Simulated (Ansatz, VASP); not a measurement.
# One calculation of Rh, two programs

```
Rh
1.0
     2.44495    0.00000    0.00000
     0.00000    2.44495    0.00000
     0.00000    0.00000    2.44495
Rh
1
Direct
  0.00000 0.00000 0.00000
```

Alike in both runs: task single point; functional r2SCAN; k mesh 14 × 14 × 14; occupations fermi-dirac, width 0.1 eV; no spin polarisation.

```csv
,VASP,Ansatz
version,VASP 6.6.1,Ansatz 0.2.0
potentials or method,"VASP PAW PBE potentials, release 64 (Rh_pv), cutoff 550 eV","plane waves (500 eV) with PAW, scalar-relativistic"
valence electrons in the cell,15,17
```

|  | VASP | Ansatz | Ansatz less VASP |
| --- | --- | --- | --- |
| pressure (GPa) | 21.9 | 20.5 | -1.38 |

VASP's potentials were made for PBE, not for r2SCAN. VASP's potentials hold 15 valence electrons a cell and Ansatz's 17, so a difference there can come from the potentials and not from the codes.
